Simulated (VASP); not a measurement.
Here is a VASP 6.6.1 calculation.

INCAR

```
PREC     = Accurate       # precision mode
ENCUT    = 500            # plane-wave cutoff, eV
EDIFF    = 1E-7           # SCF threshold, eV
ISMEAR   = -1             # smearing method
SIGMA    = 0.05           # smearing width, eV
LREAL    = F              # projectors in reciprocal space
LASPH    = T              # aspherical terms in the spheres
NELM     = 120            # most SCF steps
ALGO     = Normal         # electronic algorithm
ISIF     = 3              # what is computed and relaxed
LWAVE    = F              # write WAVECAR
LCHARG   = F              # write CHGCAR
GGA      = PE             # functional
IBRION   = 2              # ionic algorithm
NSW      = 60             # ionic steps
EDIFFG   = -0.03          # ionic threshold
GGA_COMPAT= F            
NELMIN   = 4
```

The input KPOINTS:

```
Automatic mesh
0
Gamma
  21 21 21
```

The input POSCAR:

```
P
1.0
    0.0000000000      1.9400000000      1.9400000000
    1.9400000000      0.0000000000      1.9400000000
    1.9400000000      1.9400000000      0.0000000000
P
1
Direct
    0.0000000000      0.0000000000      0.0000000000
```

Potentials or basis: VASP PAW PBE potentials, release 64 (P).

Run with:

```sh
$ cat potpaw_PBE.64/P/POTCAR > POTCAR
$ mpirun -np 1 vasp_std > vasp.out
```

**Question.** Predict the space group after relaxing (to 0.1 Å).

**Answer.** Fm-3m (No. 225).

**Question.** What does it give for the relaxed volume?

**Answer.** 14.51 Å³/atom.

**Question.** What does it give for the band gap on the k mesh?

**Answer.** Zero (an odd number of electrons rules out a gap without spin polarisation).

**Question.** What does it give for the relaxed cell?

**Answer.** a = 2.738 Å, b = 2.738 Å, c = 2.738 Å, α = 60.00°, β = 60.00°, γ = 60.00°.

Final structure:
```
P
1.0
     0.00000    1.93584    1.93584
     1.93584    0.00000    1.93584
     1.93584    1.93584    0.00000
P
1
Direct
  0.00000 0.00000 0.00000
```
